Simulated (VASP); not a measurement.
A run of VASP 6.6.1 is set up as follows.

The input INCAR:

```
SYSTEM = HgTe
PREC = Accurate
ENCUT = 520
EDIFF = 1E-6
ISMEAR = -1
SIGMA = 0.05
LREAL = .FALSE.
LASPH = .TRUE.
NELM = 60
ALGO = Normal
ISIF = 2
LWAVE = .FALSE.
LCHARG = .FALSE.
GGA = PS
NBANDS = 16
```

Contents of KPOINTS:

```
regular mesh
0
G
  9 9 9
  0 0 0
```

File POSCAR:

```
HgTe
1.0
    0.0000000000      3.2235000000      3.2879700000
    3.2235000000      0.0000000000      3.2879700000
    3.2235000000      3.2235000000      0.0000000000
Hg Te
1 1
Direct
    0.0000000000      0.0000000000      0.0000000000
    0.7500000000      0.7500000000      0.7500000000
```

Potentials or basis: VASP PAW PBE potentials, release 64 (Hg, Te).

Run with:

```console
$ cat potpaw_PBE.64/Hg/POTCAR potpaw_PBE.64/Te/POTCAR > POTCAR
$ mpirun -np 1 vasp_std > vasp.out
```

Q: Estimate the pressure.

A: 0.5 GPa.

Q: Estimate the band gap on the k mesh.

A: Zero (filled and empty bands touch).

Stress tensor (GPa, compression positive):
```
0.61 0.00 0.00
0.00 0.61 0.00
0.00 0.00 0.29
```

Caveat: the cell differs from its parent crystal (zz strain of +2 %); semilocal functionals underestimate gaps, so a narrow gap can read as zero; the PAW data sets were made with another functional, which shifts forces and pressure a little; spin-orbit coupling is left out, which moves the levels of the heavy elements.
